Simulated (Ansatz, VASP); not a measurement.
Two plane-wave programs on PtSe

INCAR

```
SYSTEM = PtSe
PREC = Accurate ; ENCUT = 520
EDIFF = 1E-6 ; ISMEAR = -1
SIGMA = 0.05 ; LREAL = .FALSE.
LASPH = .TRUE. ; NELM = 150
ALGO = Normal ; ISIF = 2
LWAVE = .FALSE. ; LCHARG = .FALSE.
LMAXMIX = 4 ; LDAU = .TRUE.
LDAUTYPE = 2 ; LDAUL = 2 -1
LDAUU = 8 0 ; LDAUJ = 0 0
LDAUPRINT = 1 ; GGA = PE
NBANDS = 15
```

KPOINTS

```
Automatic mesh
0
G
  8 8 7
  0 0 0
```

File POSCAR:

```
PtSe
1.0
    3.7018703300      0.0000000000      0.0000000000
   -1.8509351600      3.2059137500      0.0000000000
    0.0000000000      0.0000000000      3.6128420300
Pt Se
1 1
Direct
    0.0000000000      0.0000000000      0.0000000000
    0.6666666667      0.3333333333      0.5000000000
```

File input.yaml:

```yaml
crystal:
  lattice:
    - [3.70187033, 0.0, 0.0]
    - [-1.85093516, 3.20591375, 0.0]
    - [0.0, 0.0, 3.61284203]
  atoms:
    - { symbol: Pt, position: [0.0, 0.0, 0.0] }
    - { symbol: Se, position: [0.6666666667, 0.3333333333, 0.5] }
hamiltonian:
  xc: pbe
  pseudopotentials: { kind: paw }
  hubbard: { sites: [{ species: Pt, l: d, u_eff: 8.0 }] }
kpoints:
  mp_grid: { grid: [8, 8, 7] }
scf:
  occupations: { method: fermi_dirac, width: 0.05 }
  n_extra_bands: 6
output:
  forces: true
  stress: true
  eigenvalues: true
  dos: { projected: true, de: 0.05, nscf_kmesh: { grid: [12, 12, 11] } }
```

Alike in both runs: functional PBE; k mesh 8 × 8 × 7; occupations fermi-dirac, width 0.05 eV; no spin polarisation; Hubbard terms Pt d U = 8.0 eV.

|  | VASP | Ansatz |
| --- | --- | --- |
| version | VASP 6.6.1 | Ansatz 0.2.0 |
| potentials or method | VASP PAW PBE potentials, release 64 (Pt, Se) | Ansatz PAW |
| plane-wave cutoff (eV) | 520 | 420 |
| valence electrons in the cell | 16 | 34 |
| task | single point | projected density of states |

Ansatz gave:

- gap on the k mesh at the Fermi level (eV): none
- pressure (GPa): -9.8
- traceless stress, the component that is largest in VASP (GPa): -2.90

Question: What did VASP give for the same quantities?

Answer: gap on the k mesh at the Fermi level (eV): none; pressure (GPa): -15.3; traceless stress, the component that is largest in VASP (GPa): -4.17.

The programs project onto different local orbitals, so the same U acts differently, and such runs can settle in different states. A gap of «none» marks a metal or a gap that the smearing closes. VASP's potentials hold 16 valence electrons a cell and Ansatz's 34, so a difference there can come from the potentials and not from the codes.

Spin-orbit coupling is off throughout.
